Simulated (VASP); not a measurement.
Input of a VASP 6.6.1 run:

INCAR

```
SYSTEM = CuSi16
PREC = Accurate ; ENCUT = 520
EDIFF = 1E-6 ; ISMEAR = 0
SIGMA = 0.05 ; LREAL = .FALSE.
LASPH = .TRUE. ; NELM = 200
ALGO = Normal ; ISIF = 2
LWAVE = .FALSE. ; LCHARG = .TRUE.
ISPIN = 2 ; MAGMOM = 0 0 0 0 0 0 0 0 0 0 0 0 0 0 0 0 0
LORBIT = 11 ; LMAXMIX = 4
GGA = PE ; IVDW = 12
LELF = .TRUE. ; LVHAR = .TRUE.
NBANDS = 56 ; GGA_COMPAT = .FALSE.
```

The input KPOINTS:

```
regular mesh
0
G
  2 2 2
  0 0 0
```

POSCAR

```
CuSi16
1.0
    0.0000000000      5.4300000000      5.4300000000
    5.4300000000      0.0000000000      5.4300000000
    5.4300000000      5.4300000000      0.0000000000
Si Cu
16 1
Direct
    0.0336279926     -0.0094694291     -0.0122664825
    0.1311712707      0.1289773481      0.1262014733
   -0.0064692449      0.0075493554      0.4992707182
    0.1311454880      0.1289918969      0.6132760589
   -0.0064697053      0.5020490792      0.0047702578
    0.1311372928      0.6160654696      0.1262133517
   -0.0064952118      0.5020523020      0.4992742173
    0.1014184162      0.6345889503      0.6317996317
    0.5038894107      0.0094768877      0.0066422652
    0.6604941068      0.1148972376      0.1121292818
    0.5038510129      0.0095246777      0.4796134438
    0.6210849908      0.1394779926      0.6195569982
    0.5038426335      0.4823649171      0.0067282689
    0.6210797422      0.6223386740      0.1367082873
    0.4731010129      0.5106921731      0.5079148250
    0.6210641805      0.6223216390      0.6195124309
    0.5118590239      0.8310481584      0.8283201657
```

Potentials or basis: VASP PAW PBE potentials, release 64 (Si, Cu).

Run with:

```bash
$ cat potpaw_PBE.64/Si/POTCAR potpaw_PBE.64/Cu/POTCAR > POTCAR
$ mpirun -np 1 vasp_std > vasp.out
```

**Question.** Estimate the net moment.

**Answer.** 0.00 μB per cell.

**Question.** Predict the dispersion energy per atom.

**Answer.** -0.334 eV.

Forces on the atoms (eV/Å):
```
Si   0.010 -0.010 -0.011
Si   0.000 -0.002 -0.001
Si  -0.002  0.002 -0.002
Si   0.002  0.001 -0.001
Si  -0.002 -0.003  0.002
Si   0.001 -0.001  0.001
Si   0.003  0.002  0.002
Si  -0.004  0.004  0.003
Si   0.012  0.006  0.003
Si  -0.007  0.006  0.006
Si  -0.006 -0.010  0.003
Si  -0.002  0.000  0.016
Si  -0.004  0.003 -0.009
Si  -0.003  0.015  0.000
Si   0.008 -0.009 -0.009
Si  -0.014  0.002  0.001
Cu   0.007 -0.005 -0.004
```

Caveat: the k points lie up to 0.50 Å⁻¹ apart; no moment was typed at the start, so none could form.
